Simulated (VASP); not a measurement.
Set up this calculation in VASP 6.6.1, as the native input.

* Task: single point
* Functional: PBE
* Potentials or basis: VASP PAW PBE potentials, release 64 (Al, N)
* Cutoff: 520 eV
* k mesh: 7 × 7 × 4
* Occupations: gaussian, width 0.01 eV
* Spin: no spin polarisation
* Dipole correction: no
* Further INCAR settings: ALGO = Normal; EDIFF = 1e-06; NBANDS = 16

The structure of AlN lies in POSCAR:

```
AlN
1.0
    3.1740547162      0.0000000000      0.0000000000
   -1.5870273581      2.7488119336      0.0000000000
    0.0000000000      0.0000000000      5.0786914685
Al N
2 2
Direct
    0.3333333333      0.6666666667      0.0000000000
    0.6666666667      0.3333333333      0.5000000000
    0.3333333333      0.6666666667      0.3800000000
    0.6666666667      0.3333333333      0.8800000000
```

One way to write it, as run:

INCAR

```
ALGO     = Normal         # electronic algorithm
EDIFF    = 1E-6           # SCF threshold, eV
ENCUT    = 520            # plane-wave cutoff, eV
GGA      = PE             # functional
ISIF     = 2              # what is computed and relaxed
ISMEAR   = 0              # smearing method
LASPH    = True           # aspherical terms in the spheres
LCHARG   = False          # write CHGCAR
LREAL    = False          # projectors in reciprocal space
LWAVE    = False          # write WAVECAR
NBANDS   = 16             # bands
NELM     = 80             # most SCF steps
PREC     = Accurate       # precision mode
SIGMA    = 0.01           # smearing width, eV
```

KPOINTS

```
k-points
0
Gamma
  7 7 4
```

Potentials or basis: VASP PAW PBE potentials, release 64 (Al, N).

Launch:

```sh
$ cat potpaw_PBE.64/Al/POTCAR potpaw_PBE.64/N/POTCAR > POTCAR
$ mpirun -np 1 vasp_std > vasp.out
```

Results of the run:

* Pressure: -7.4 GPa
* Largest force: 0.088 eV/Å
* Band gap on the k mesh: 3.72 eV, direct

Run time: 7.4 s on 1 thread of Intel(R) Xeon(R) Platinum 8488C (Sapphire Rapids) (shared host), peak memory 0.15 GiB.
